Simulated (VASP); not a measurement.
Input of a VASP 6.6.1 run:

File INCAR:

```
SYSTEM = Sn2AuO2
ALGO = Normal ; DIPOL = 0.5 0.5 0.311
EDIFF = 1E-6 ; ENCUT = 520
GGA = PE ; IDIPOL = 3
ISIF = 2 ; ISMEAR = 0
ISPIN = 2 ; IVDW = 12
LASPH = .True. ; LCHARG = .False.
LDIPOL = .True. ; LMAXMIX = 4
LORBIT = 11 ; LREAL = .False.
LWAVE = .False. ; MAGMOM = 0 0 0 0 1
NBANDS = 38 ; NELM = 150
PREC = Accurate ; SIGMA = 0.05
```

KPOINTS

```
k-points
0
Gamma
  7 7 1
  0 0 0
```

File POSCAR:

```
Sn2AuO2
1.0
    3.8201707215      0.0000000000      0.0000000000
    0.0000000000      3.8201707215      0.0000000000
    0.0000000000      0.0000000000     19.3630363687
Sn O Au
2 2 1
Direct
    0.5000000000      0.0000000000      0.2065791709
    0.0000000000      0.5000000000      0.3286176944
    0.0000000000      0.0000000000      0.2675984327
    0.5000000000      0.5000000000      0.2675984327
    0.1250000000      1.0000000000      0.4835520726
```

Potentials or basis: VASP PAW PBE potentials, release 64 (Sn_d, O, Au).

Run with:

```console
$ cat potpaw_PBE.64/Sn_d/POTCAR potpaw_PBE.64/O/POTCAR potpaw_PBE.64/Au/POTCAR > POTCAR
$ mpirun -np 1 vasp_std > vasp.out
```

**Question.** What does it give for the largest force?

**Answer.** 0.607 eV/Å.

**Question.** What does it give for the dispersion energy per atom?

**Answer.** -0.168 eV.

Forces on the atoms (eV/Å):
```
Sn   0.006  0.000 -0.018
Sn   0.112  0.000  0.567
O   -0.014  0.000 -0.028
O   -0.010  0.000  0.079
Au  -0.095  0.000 -0.600
```
